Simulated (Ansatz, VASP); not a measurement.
# EuO in VASP and in Ansatz

INCAR

```
SYSTEM = EuO
ALGO = Normal ; EDIFF = 1E-6
ENCUT = 600 ; GGA = PS
GGA_COMPAT = .FALSE. ; ISIF = 2
ISMEAR = 1 ; ISPIN = 2
LASPH = .TRUE. ; LCHARG = .TRUE.
LELF = .TRUE. ; LMAXMIX = 6
LORBIT = 11 ; LREAL = .FALSE.
LVHAR = .TRUE. ; LWAVE = .FALSE.
MAGMOM = 4.9 0 ; NBANDS = 22
NELM = 200 ; PREC = Accurate
SIGMA = 0.1
```

Contents of KPOINTS:

```
k-points
0
G
  8 8 8
  0 0 0
```

POSCAR

```
EuO
1.0
    0.0000000000      2.5719500000      2.5719500000
    2.5719500000      0.0000000000      2.5719500000
    2.5719500000      2.5719500000      0.0000000000
Eu O
1 1
Direct
    0.0000000000      0.0000000000      0.0000000000
    0.5000000000      0.5000000000      0.5000000000
```

Input for Ansatz:

```yaml
crystal:
  lattice:
    - [0.0, 2.57195, 2.57195]
    - [2.57195, 0.0, 2.57195]
    - [2.57195, 2.57195, 0.0]
  atoms:
    - { symbol: Eu, position: [0.0, 0.0, 0.0] }
    - { symbol: O, position: [0.5, 0.5, 0.5] }
basis:
  ecutwfc: 450.0
kpoints:
  mp_grid:
    grid: [8, 8, 8]
hamiltonian:
  xc: pbesol
magnetization:
  spin_polarized: true
  per_species:
    Eu: 4.9
scf:
  convergence:
    dr2_threshold: 1.0e-07
  occupations:
    method: methfessel_paxton
    width: 0.1
output:
  forces: true
  stress: true
```

Alike in both runs: task single point; functional PBEsol; k mesh 8 × 8 × 8; occupations methfessel-paxton of order 1, width 0.1 eV; collinear spin.

```csv
,VASP,Ansatz
version,VASP 6.6.1,Ansatz 0.2.0
potentials or method,"VASP PAW PBE potentials, release 64 (Eu, O), cutoff 600 eV","plane waves, PAW"
valence electrons in the cell,23,23
```

```tsv
	VASP	Ansatz	Ansatz less VASP
pressure (GPa)	-9.5	-9.1	+0.45
net moment per atom (μB)	3.49	3.49	+0.003
size of the moment on the site where the two differ most (μB)	0.10	0.08	-0.019
```

VASP's potentials were made for PBE, not for PBEsol. Site moments also hang on the region over which each program counts them. Ansatz's warnings: given moment on shells, stability check not made, stress scf threshold loose.

Spin-orbit coupling is off throughout.
